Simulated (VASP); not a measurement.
# ScAl3 (Pm-3m) in VASP: further runs

The runs below take ScAl3 through relaxation of cell and atoms, with PBE.

All numbers are computed with VASP 6.6.1; they aren't measurements. Logs are shortened: lines on timing, memory, paths and dates and some standing lists are left out, and cuts for length are marked.

### 1 The cell of the first run

Symmetry: Pm-3m, No. 221, cubic system. Conventional cell: a = 4.088 Å, b = 4.088 Å, c = 4.088 Å, α = 90.00°, β = 90.00°, γ = 90.00°. Sc (site symmetry m-3m) has 12 Al at 2.89 Å within 3.8 Å. Within 3.8 Å of Al (site symmetry 4/mmm) lie 4 Sc at 2.89 Å and 8 Al at 2.89 Å.

### 2 Relaxation of cell and atoms, PBE, target pressure -2 GPa, at which the enthalpy is minimised

Input file INCAR:

```
SYSTEM = ScAl3
PREC = Accurate ; ENCUT = 600
EDIFF = 1E-6 ; ISMEAR = -1
SIGMA = 0.1 ; LREAL = .False.
LASPH = .True. ; NELM = 80
ALGO = Normal ; ISIF = 3
LWAVE = .False. ; LCHARG = .False.
GGA = PE ; IBRION = 2
NSW = 80 ; EDIFFG = -0.02
PSTRESS = -20.0
```

Input file KPOINTS:

```
Automatic mesh
0
Gamma
  7 7 7
  0 0 0
```

Input file POSCAR:

```
ScAl3
1.0
    4.0878070000      0.0000000000      0.0000000000
    0.0000000000      4.0878070000      0.0000000000
    0.0000000000      0.0000000000      4.0878070000
Sc Al
1 3
Direct
    0.0000000000      0.0000000000      0.0000000000
    0.5000000000      0.0000000000      0.5000000000
    0.0000000000      0.5000000000      0.5000000000
    0.5000000000      0.5000000000      0.0000000000
```

Potentials or basis: VASP PAW PBE potentials, release 64 (Sc_sv, Al).

The run is started by

```sh
> cat potpaw_PBE.64/Sc_sv/POTCAR potpaw_PBE.64/Al/POTCAR > POTCAR
> mpirun -np 1 vasp_std > vasp.out
```

OUTCAR:

```text
SYSTEM = ScAl3
   PREC = Accurate
   ENCUT = 600
   EDIFF = 1E-6
   ISMEAR = -1
   LREAL = .False.
   LASPH = .True.
   NELM = 80
   ISIF = 3
   GGA = PE
   IBRION = 2
   NSW = 80
   EDIFFG = -0.02
   PSTRESS = -20.0

 ion  position               nearest neighbor table
   1  0.000  0.000  0.000-   2 2.89   3 2.89   4 2.89   2 2.89   3 2.89   3 2.89   4 2.89   3 2.89
                             2 2.89   4 2.89   2 2.89   4 2.89
   2  0.500  0.000  0.500-   1 2.89   3 2.89   4 2.89   1 2.89   4 2.89   3 2.89   4 2.89   4 2.89
                             1 2.89   3 2.89   1 2.89   3 2.89
   3  0.000  0.500  0.500-   1 2.89   2 2.89   4 2.89   1 2.89   4 2.89   1 2.89   2 2.89   1 2.89
                             2 2.89   4 2.89   4 2.89   2 2.89
   4  0.500  0.500  0.000-   1 2.89   2 2.89   3 2.89   2 2.89   3 2.89   1 2.89   2 2.89   2 2.89
                             1 2.89   3 2.89   3 2.89   1 2.89

  LATTYP: Found a simple cubic cell.
 ALAT       =     4.0878070000

  Lattice vectors:

 A1 = (   4.0878070000,   0.0000000000,   0.0000000000)
 A2 = (   0.0000000000,   4.0878070000,   0.0000000000)
 A3 = (   0.0000000000,   0.0000000000,   4.0878070000)

Analysis of symmetry for initial positions (statically):
=====================================================================
 Subroutine PRICEL returns:
 Original cell was already a primitive cell.

 Routine SETGRP: Setting up the symmetry group for a
 simple cubic supercell.

 Subroutine GETGRP returns: Found 48 space group operations
 (whereof 48 operations were pure point group operations)
 out of a pool of 48 trial point group operations.

The static configuration has the point symmetry O_h .

Analysis of symmetry for dynamics (positions and initial velocities):
=====================================================================
 Subroutine PRICEL returns:
 Original cell was already a primitive cell.

 Routine SETGRP: Setting up the symmetry group for a
 simple cubic supercell.

 Subroutine GETGRP returns: Found 48 space group operations
 (whereof 48 operations were pure point group operations)
 out of a pool of 48 trial point group operations.

The dynamic configuration has the point symmetry O_h .

 Subroutine INISYM returns: Found 48 space group operations
 (whereof 48 operations are pure point group operations),
 and found     1 'primitive' translations

----------------------------------------------------------------------------------------

                                     Primitive cell

  volume of cell :      68.3079

[... 80 lines left out ...]
   ICHARG =      2    charge: 1-file 2-atom 10-const
   ISPIN  =      1    spin polarized calculation?
   LNONCOLLINEAR =      F non collinear calculations
   LSORBIT =      F    spin-orbit coupling
   LASPH  =      T    aspherical Exc in radial PAW
   ENCUT  =  600.0 eV  44.10 Ry    6.64 a.u.   8.16  8.16  8.16*2*pi/ulx,y,z
   NELM   =     80;   NELMIN=  2; NELMDL= -5     # of ELM steps
   EDIFF  = 0.1E-05   stopping-criterion for ELM
   LREAL  =      F    real-space projection
   EDIFFG = -.2E-01   stopping-criterion for IOM
   NSW    =     80    number of steps for IOM
   IBRION =      2    ionic relax: 0-MD 1-quasi-New 2-CG
   NFREE  =      1    steps in history (QN), initial steepest desc. (CG)
   ISIF   =      3    stress and relaxation
   ISYM   =      2    0-nonsym 1-usesym 2-fastsym
   POTIM  = 0.5000    time-step for ionic-motion
   TEBEG  =    0.0;   TEEND  =   0.0 temperature during run
   PSTRESS=  -20.0 pullay stress
   NELECT =      20.0000    total number of electrons
   NUPDOWN=      -1.0000    fix difference up-down
   EMIN   =  10.00;   EMAX   =-10.00  energy-range for DOS
   EFERMI =   0.00;   METHOD = LEGACY
   ISMEAR =    -1;   SIGMA  =   0.10  broadening in eV -4-tet -1-fermi 0-gaus
   EFERMI_NEDOS =   21; number of points for ismear=-14 and -15
   IALGO  =     38    algorithm
   IMIX   =      4    mixing-type and parameters
     AMIX     =   0.40;   BMIX     =  1.00
     AMIX_MAG =   1.60;   BMIX_MAG =  1.00
  volume/ion in A,a.u.               =      17.08       115.24
  Fermi-wavevector in a.u.,A,eV,Ry     =   1.087079  2.054281 16.078560  1.181741
  Thomas-Fermi vector in A             =   2.223230
   LORBIT       =      0    0 simple, 1 ext, 2 COOP (PROOUT), +10 PAW based schemes
   GGA     = PE    functional components
   LHFCALC =     F    Hartree Fock is set to
   AEXX    =    0.0000 exact exchange contribution
   IVDW    =     0    specifies the selected vdW correction
   LEPSILON=     F    determine dielectric tensor
   LRPA    =     F    only Hartree local field effects (RPA)
 conjugate gradient relaxation of ions
 non-spin polarized calculation
  energy-cutoff  :      600.00
  volume of cell :       68.31
 maximum number of plane-waves:      2301
 NGX is ok and might be reduce to    36
   NGX = 17   NGY = 17   NGZ = 17

--------------------------------------- Ionic step        1  -------------------------------------------

 number of electron      20.0000002 magnetization

 Free energy of the ion-electron system (eV)
  ---------------------------------------------------
  ext. energy  EPLUGINS =         0.00000000
  ---------------------------------------------------
  free energy    TOTEN  =       -19.31995586 eV

  energy without entropy =      -19.27656572  energy(sigma->0) =      -19.29826079

------------------------ aborting loop because EDIFF is reached ----------------------------------------

  FORCE on cell =-STRESS in cart. coord.  units (eV):
  Direction    XX          YY          ZZ          XY          YZ          ZX
  --------------------------------------------------------------------------------------
  -------------------------------------------------------------------------------------
  Total        0.5172094      0.5172094      0.5172094      0.0000000      0.0000000     -0.0000000
  in kB       12.1312585     12.1312585     12.1312585      0.0000000      0.0000000     -0.0000000
  external PRESSURE =      32.1312585 kB  Pullay stress =     -20.0000000 kB
[... 67 lines left out ...]
--------------------------------------- Ionic step        3  -------------------------------------------

 number of electron      19.9999997 magnetization

 Free energy of the ion-electron system (eV)
  ---------------------------------------------------
  ext. energy  EPLUGINS =         0.00000000
  ---------------------------------------------------
  free energy    TOTEN  =       -19.31262755 eV

  energy without entropy =      -19.26607286  energy(sigma->0) =      -19.28935020

 E-fermi :   6.8858     XC(G=0): -10.2710

 val. band max:        6.8736868976   @ k =   0.2857   0.0000   0.0000
 cond. band min:       6.9565038087   @ k =   0.2857   0.2857   0.0000
 fundamental gap:      0.0828169111
 Fermi energy:         6.8858404837

 k-point     1 :       0.0000    0.0000    0.0000
  band No.  band energies     occupation
      1     -42.1830      2.00000
      2     -20.8725      2.00000
      3     -20.8725      2.00000
      4     -20.8725      2.00000
      5      -2.8949      2.00000
      6       4.3522      2.00000
      7       4.3522      2.00000
      8       5.1449      2.00000
      9       5.1449      2.00000
     10       5.1449      2.00000
     11       8.2098      0.00000
     12       8.2098      0.00000
     13       8.2098      0.00000
     14       8.2124      0.00000
[... 356 lines left out ...]
  energy  without entropy=      -19.2660728580  energy(sigma->0) =      -19.28935020

  enthalpy is  TOTEN    =       -20.1982918650 eV   P V=       -0.8856643157

 reached required accuracy - stopping structural energy minimisation
```

OSZICAR:

```text
N       E                     dE             d eps       ncg     rms          rms(c)
DAV:   1     0.128836398599E+03    0.12884E+03   -0.91311E+03   560   0.145E+03
DAV:   2    -0.120818946230E+02   -0.14092E+03   -0.13830E+03   560   0.382E+02
DAV:   3    -0.201896816238E+02   -0.81078E+01   -0.78350E+01   890   0.776E+01
[... 24 lines left out ...]
DAV:   2    -0.193140686000E+02    0.14573E-01   -0.10037E-01   848   0.421E+00    0.191E-01
DAV:   3    -0.193129679652E+02    0.11006E-02   -0.39109E-03   864   0.515E-01    0.122E-01
DAV:   4    -0.193126240481E+02    0.34392E-03   -0.95960E-04   728   0.351E-01    0.458E-02
DAV:   5    -0.193126271446E+02   -0.30965E-05   -0.46238E-05   642   0.681E-02    0.660E-03
DAV:   6    -0.193126275493E+02   -0.40474E-06   -0.37796E-06   734   0.175E-02
   3 F= -.20198292E+02 E0= -.20175015E+02  d E =-.256472E-01
```

CONTCAR:

```text
ScAl3
   1.00000000000000
     4.1398370264812883    0.0000000000000000   -0.0000000000000000
     0.0000000000000000    4.1398370264812883   -0.0000000000000000
    -0.0000000000000000    0.0000000000000000    4.1398370264812883
  Sc              Al
     1     3
Direct
     0.0000000000000000    0.0000000000000000    0.0000000000000000
     0.5000000000000000    0.0000000000000000    0.5000000000000000
     0.0000000000000000    0.5000000000000000    0.5000000000000000
     0.5000000000000000    0.5000000000000000    0.0000000000000000

  0.00000000E+00  0.00000000E+00  0.00000000E+00
  0.00000000E+00  0.00000000E+00  0.00000000E+00
  0.00000000E+00  0.00000000E+00  0.00000000E+00
  0.00000000E+00  0.00000000E+00  0.00000000E+00
```

It took 84 s on 1 thread of Intel Xeon 8259CL, shared host; peak memory 0.22 GiB.

What came out:

```yaml
Free_energy: -19.3126 eV
Relaxed_volume: 17.74 Å³/atom
Relaxed_cell: a = 4.140 Å, b = 4.140 Å, c = 4.140 Å, α = 90.00°, β = 90.00°, γ = 90.00°
Space_group_after_relaxing_to_0.1_Å: Pm-3m (No. 221)
Energy_change_on_relaxing_the_run_minimises_the_enthalpy: +1.8 meV/atom
Ionic_steps: 3
Pressure_after_relaxing: -2.0 GPa
Band_gap_on_the_k_mesh: zero (bands 10 and 11 overlap by 3.46 eV)
```

The path:
```
step  energy change (eV)  largest force (eV/Å)  pressure (GPa)  volume (Å³)
   1              0.0000                0.0000            1.21        68.31
   2              0.0195                0.0000           -2.84        71.75
   3              0.0073                0.0000           -2.00        70.95
```

Final structure:
```
Sc Al
1.0
     4.13984    0.00000    0.00000
     0.00000    4.13984    0.00000
     0.00000    0.00000    4.13984
Sc Al
1 3
Direct
  0.00000 0.00000 0.00000
  0.50000 0.00000 0.50000
  0.00000 0.50000 0.50000
  0.50000 0.50000 0.00000
```

Caveat: the cell is relaxed towards a set pressure, so the run minimises the enthalpy, not the energy.

### 3 Relaxation of cell and atoms, PBE

Input file INCAR:

```
SYSTEM = ScAl3
PREC = Accurate
ENCUT = 600
EDIFF = 1E-6
ISMEAR = -1
SIGMA = 0.1
LREAL = .FALSE.
LASPH = .TRUE.
NELM = 60
ALGO = Normal
ISIF = 3
LWAVE = .FALSE.
LCHARG = .FALSE.
GGA = PE
IBRION = 2
NSW = 80
EDIFFG = -0.02
```

Input file KPOINTS:

```
regular mesh
0
G
  7 7 7
  0 0 0
```

POSCAR is that of step 2.

Potentials or basis: VASP PAW PBE potentials, release 64 (Sc_sv, Al).

The run is started by

```sh
> cat potpaw_PBE.64/Sc_sv/POTCAR potpaw_PBE.64/Al/POTCAR > POTCAR
> mpirun -np 1 vasp_std > vasp.out
```

Wall time 86 s (1 thread of Intel Xeon 8259CL, shared host); peak memory 0.22 GiB.

It converged, with:

```
Free energy                           : -19.3235 eV
Relaxed volume                        : 17.31 Å³/atom
Relaxed cell                          : a = 4.106 Å, b = 4.106 Å, c = 4.106 Å, α = 90.00°, β = 90.00°, γ = 90.00°
Space group after relaxing (to 0.1 Å) : Pm-3m (No. 221)
Energy gained by relaxing             : 0.9 meV/atom
Ionic steps                           : 3
Pressure after relaxing               : 0.0 GPa
Band gap on the k mesh                : zero (bands 10 and 11 overlap by 3.62 eV)
```

The path:
```
step  energy change (eV)  largest force (eV/Å)  pressure (GPa)  volume (Å³)
   1              0.0000                0.0000            1.21        68.31
   2             -0.0031                0.0000           -0.43        69.59
   3             -0.0035                0.0000            0.00        69.25
```

Final structure:
```
Sc Al
1.0
     4.10648    0.00000    0.00000
     0.00000    4.10648    0.00000
     0.00000    0.00000    4.10648
Sc Al
1 3
Direct
  0.00000 0.00000 0.00000
  0.50000 0.00000 0.50000
  0.00000 0.50000 0.50000
  0.50000 0.50000 0.00000
```

Levels at points of the mesh, in eV from the Fermi level:
```tsv
k point	band 7	band 8	band 9	band 10	band 11	band 12	band 13	band 14
(0.00, 0.00, 0.00)	-2.56	-1.75	-1.75	-1.75	1.32	1.34	1.34	1.34
```

### 4 Relaxation of cell and atoms, PBE, target pressure 2 GPa, at which the enthalpy is minimised

Input file INCAR:

```
SYSTEM = ScAl3
  ALGO = Normal
  EDIFF = 1E-6
  EDIFFG = -0.02
  ENCUT = 600
  GGA = PE
  IBRION = 2
  ISIF = 3
  ISMEAR = -1
  LASPH = .True.
  LCHARG = .False.
  LREAL = .False.
  LWAVE = .False.
  NELM = 100
  NSW = 80
  PREC = Accurate
  PSTRESS = 20.0
  SIGMA = 0.1
```

Input file KPOINTS:

```
k-points
0
Gamma
  7 7 7
  0 0 0
```

POSCAR is that of step 3.

The run is started by

```sh
> cat potpaw_PBE.64/Sc_sv/POTCAR potpaw_PBE.64/Al/POTCAR > POTCAR
> mpirun -np 1 vasp_std > vasp.out
```

It took 70 s on 1 thread of Intel Xeon 8259CL, shared host; peak memory 0.22 GiB.

It converged, with:

```yaml
Free_energy: -19.3143 eV
Relaxed_volume: 16.94 Å³/atom
Relaxed_cell: a = 4.076 Å, b = 4.076 Å, c = 4.076 Å, α = 90.00°, β = 90.00°, γ = 90.00°
Space_group_after_relaxing_to_0.1_Å: Pm-3m (No. 221)
Energy_change_on_relaxing_the_run_minimises_the_enthalpy: +1.4 meV/atom
Ionic_steps: 3
Pressure_after_relaxing: 2.0 GPa
Band_gap_on_the_k_mesh: zero (bands 10 and 11 overlap by 3.70 eV)
```

The path:
```
step  energy change (eV)  largest force (eV/Å)  pressure (GPa)  volume (Å³)
   1              0.0000                0.0000            1.21        68.31
   2              0.0092                0.0000            2.37        67.48
   3              0.0057                0.0000            2.00        67.74
```

Final structure:
```yaml
crystal:
  lattice:
    - [4.07645, 0.00000, 0.00000]
    - [0.00000, 4.07645, 0.00000]
    - [0.00000, 0.00000, 4.07645]
  atoms:
    - { symbol: Sc, position: [0.00000, 0.00000, 0.00000] }
    - { symbol: Al, position: [0.50000, 0.00000, 0.50000] }
    - { symbol: Al, position: [0.00000, 0.50000, 0.50000] }
    - { symbol: Al, position: [0.50000, 0.50000, 0.00000] }
```

Levels at points of the mesh, in eV from the Fermi level:
| k point | band 7 | band 8 | band 9 | band 10 | band 11 | band 12 | band 13 | band 14 |
| --- | --- | --- | --- | --- | --- | --- | --- | --- |
| (0.00, 0.00, 0.00) | -2.58 | -1.76 | -1.76 | -1.76 | 1.32 | 1.36 | 1.36 | 1.36 |

Caveat: the cell is relaxed towards a set pressure, so the run minimises the enthalpy, not the energy.

(Part 1 of 2 ends here.)
